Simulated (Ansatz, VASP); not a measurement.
# Re: VASP beside Ansatz

INCAR

```
SYSTEM = Re
  ALGO = Normal
  EDIFF = 1E-6
  ENCUT = 520
  ISIF = 2
  ISMEAR = 0
  LASPH = .True.
  LCHARG = .True.
  LELF = .True.
  LREAL = .False.
  LVHAR = .True.
  LWAVE = .False.
  NBANDS = 14
  NELM = 80
  PREC = Accurate
  SIGMA = 0.05
```

The input KPOINTS:

```
k-points
0
Gamma
  18 18 10
  0 0 0
```

File POSCAR:

```
Re
1.0
    2.7370273395      0.0000000000      0.0000000000
   -1.3685136697      2.3703352068      0.0000000000
    0.0000000000      0.0000000000      4.4173455146
Re
2
Direct
    0.3333333333      0.6666666667      0.7500000000
    0.6666666667      0.3333333333      0.2500000000
```

Input for Ansatz:

```yaml
crystal:
  lattice:
    - [2.7370273395, 0.0, 0.0]
    - [-1.3685136697, 2.3703352068, 0.0]
    - [0.0, 0.0, 4.4173455146]
  atoms:
    - { symbol: Re, position: [0.3333333333, 0.6666666667, 0.75] }
    - { symbol: Re, position: [0.6666666667, 0.3333333333, 0.25] }
basis:
  ecutwfc: 420
  ecutrho_ratio: 4
kpoints:
  mp_grid: { grid: [18, 18, 10] }
  band_path:
    path:
      - [[0.0, 0.0, 0.0], [0.5, 0.0, 0.0], [0.33333333, 0.33333333, 0.0], [0.0, 0.0, 0.0], [0.0, 0.0, 0.5], [0.5, 0.0, 0.5], [0.33333333, 0.33333333, 0.5], [0.0, 0.0, 0.5]]
      - [[0.5, 0.0, 0.5], [0.5, 0.0, 0.0]]
      - [[0.33333333, 0.33333333, 0.5], [0.33333333, 0.33333333, 0.0]]
    npoints: 14
hamiltonian:
  xc: lda
scf:
  occupations: { method: gaussian, width: 0.05 }
output:
  forces: true
  stress: true
  eigenvalues: true
  populations: true
  dos: { projected: true, de: 0.02, nscf_kmesh: { grid: [27, 27, 15] } }
  bader: true
```

Alike in both runs: task single point; functional LDA; k mesh 18 × 18 × 10; occupations gaussian, width 0.05 eV; no spin polarisation.

```csv
,VASP,Ansatz
version,VASP 6.6.1,Ansatz 0.2.0
potentials or method,"VASP PAW LDA potentials, release 64 (Re), cutoff 520 eV","scalar-relativistic, plane waves, PAW"
valence electrons in the cell,14,30
```

Ansatz gave:

```
pressure (GPa)                                                : 0.0
traceless stress, the component that is largest in VASP (GPa) : -0.01
```

Task: Which values does VASP return?

Result: Pressure (GPa): 1.6; traceless stress, the component that is largest in VASP (GPa): -0.13.

LDA's correlation is that of Perdew and Zunger in VASP and of Perdew and Wang (1992) in Ansatz. VASP's potentials hold 14 valence electrons a cell and Ansatz's 30, so a difference there can come from the potentials and not from the codes.

Spin-orbit coupling is off throughout.
